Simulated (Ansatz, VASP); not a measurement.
## Two plane-wave programs on HfMg3

```xyz
4
Lattice="4.3523 0.0000 0.0000 0.0000 4.3523 0.0000 0.0000 0.0000 4.3523" Properties=species:S:1:pos:R:3 pbc="T T T"
Hf    0.0000    0.0000    0.0000
Mg    0.0000    2.1762    2.1762
Mg    2.1762    2.1762    0.0000
Mg    2.1762    0.0000    2.1762
```

Alike in both runs: task single point; functional PBE; k mesh 8 × 8 × 8; occupations gaussian, width 0.05 eV; no spin polarisation.

|  | VASP | Ansatz |
| --- | --- | --- |
| version | VASP 6.6.1 | Ansatz 0.2.0 |
| potentials or method | VASP PAW PBE potentials, release 64 (Hf_pv, Mg), cutoff 520 eV | scalar-relativistic, plane waves, PAW |
| valence electrons in the cell | 16 | 56 |

Ansatz gave:

```
gap on the k mesh at the Fermi level (eV) : none
pressure (GPa)                            : 3.5
```

Question: Which values does VASP return?

Answer: gap on the k mesh at the Fermi level (eV): none; pressure (GPa): 3.4.

A gap of «none» marks a metal or a gap that the smearing closes. VASP's potentials hold 16 valence electrons a cell and Ansatz's 56, so a difference there can come from the potentials and not from the codes.

Spin-orbit coupling is off throughout.
